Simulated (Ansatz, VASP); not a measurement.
## As in VASP and in Ansatz

```
As
1.0
     3.68900    0.00000    0.00000
    -1.84450    3.19477    0.00000
     0.00000    0.00000   28.00000
As
2
Direct
  0.33333 0.66667 0.53700
  0.66667 0.33333 0.46300
```

Alike in both runs: task single point; functional LDA; k mesh 9 × 9 × 1; occupations gaussian, width 0.02 eV; no spin polarisation.

|  | VASP | Ansatz |
| --- | --- | --- |
| version | VASP 6.6.1 | Ansatz 0.2.0 |
| potentials or method | VASP PAW LDA potentials, release 64 (As), cutoff 520 eV | scalar-relativistic, plane waves, PAW |
| valence electrons in the cell | 10 | 30 |

|  | VASP | Ansatz | Ansatz less VASP |
| --- | --- | --- | --- |
| gap on the k mesh at the Fermi level (eV) | none | none | - |
| rms of the force components (eV/Å) | 2.267 | 2.267 | +0.0001 |
| work function, face that differs most (eV) | 4.40 | 4.39 | -0.009 |

LDA's correlation is that of Perdew and Zunger in VASP and of Perdew and Wang (1992) in Ansatz. Atom by atom the forces differ by 0.000 eV/Å (rms over components). A gap of «none» marks a metal or a gap that the smearing closes. VASP's potentials hold 10 valence electrons a cell and Ansatz's 30, so a difference there can come from the potentials and not from the codes.
